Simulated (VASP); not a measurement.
Runs of VASP 6.6.1 on Ag. The structure is that of space group I4/mmm (No. 139), or close to it. The cells are those of the table. 

| cell | further INCAR settings | gap on the mesh (eV) | pressure (GPa) |
| --- | --- | --- | --- |
| a = 3.000, b = 3.000, c = 3.106 Å, angles 58.8, 58.8, 62.4°, 1 atom | ALGO = Fast; EDIFF = 1e-07; NBANDS = 12 | none | -12.3 |
| a = 2.732, b = 2.732, c = 2.564 Å, angles 62.0, 62.0, 56.0°, 1 atom | ALGO = Fast; EDIFF = 1e-06; NBANDS = 12 | none | 47.4 |
| a = 3.085, b = 3.085, c = 3.268 Å, angles 58.0, 58.0, 64.0°, 1 atom | ALGO = Fast; EDIFF = 1e-06; NBANDS = 12 | none | -14.5 |
| a = 3.056, b = 3.056, c = 3.214 Å, angles 58.3, 58.3, 63.5°, 1 atom | ALGO = Fast; EDIFF = 1e-06; NBANDS = 12 | none | (a) |

Alike in all rows: task single point; level PBEsol; potentials or basis VASP PAW PBE potentials, release 64 (Ag); no spin polarisation; k mesh 20 × 20 × 20; cutoff (eV) 520; smearing gaussian 0.15 eV.

Problem. Estimate the missing entries.

Solution. (a) -14.0.

Caveats: the PAW data sets were made with another functional, which shifts forces and pressure a little; the cell stands under tension (at least some runs); the stress differs along the axes, from 38 to 52 GPa (at least some runs).

A k mesh can miss the band edges, and the runs leave out spin-orbit coupling on Ag.

A gap of «none» marks levels without a gap at the run's occupations.
